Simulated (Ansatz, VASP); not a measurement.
**In in VASP and in Ansatz**

Contents of INCAR:

```
ALGO = Fast ; EDIFF = 1E-6
ENCUT = 520 ; GGA = PS
ISIF = 2 ; ISMEAR = 0
LASPH = T ; LCHARG = F
LREAL = F ; LWAVE = F
NBANDS = 12 ; NELM = 100
PREC = Accurate ; SIGMA = 0.15
```

Contents of KPOINTS:

```
k-points
0
Gamma
  20 20 20
```

Contents of POSCAR:

```
In
1.0
   -1.6342807500      1.6261500000      2.4739500000
    1.6342807500     -1.6261500000      2.4739500000
    1.6342807500      1.6261500000     -2.4739500000
In
1
Direct
    0.0000000000      0.0000000000      0.0000000000
```

Input for Ansatz:

```yaml
crystal:
  lattice:
    - [-1.63428075, 1.62615, 2.47395]
    - [1.63428075, -1.62615, 2.47395]
    - [1.63428075, 1.62615, -2.47395]
  atoms:
    - { symbol: In, position: [0.0, 0.0, 0.0] }
basis:
  ecutwfc: 420
kpoints:
  mp_grid: { grid: [20, 20, 20] }
hamiltonian:
  xc: pbesol
scf:
  occupations: { method: gaussian, width: 0.15 }
output:
  forces: true
  stress: true
  eigenvalues: true
```

Change from the starting cell: strain +0.0050 x Voigt [1, 0, 0, 0, 0, 0], atoms carried along.

Alike in both runs: task single point; functional PBEsol; k mesh 20 × 20 × 20; occupations gaussian, width 0.15 eV; no spin polarisation.

```csv
,VASP,Ansatz
version,VASP 6.6.1,Ansatz 0.2.0
potentials or method,"VASP PAW PBE potentials, release 64 (In_d), cutoff 520 eV","scalar-relativistic, plane waves, PAW"
valence electrons in the cell,13,13
```

```csv
,VASP,Ansatz,Ansatz less VASP
gap on the k mesh at the Fermi level (eV),none,none,-
pressure (GPa),-1.1,-1.1,-0.01
"traceless stress, the component that is largest in VASP (GPa)",-0.14,-0.14,+0.002
```

VASP's potentials were made for PBE, not for PBEsol. A gap of «none» marks a metal or a gap that the smearing closes. The functional is the same, so the differences come from potentials, cutoffs and numerics.
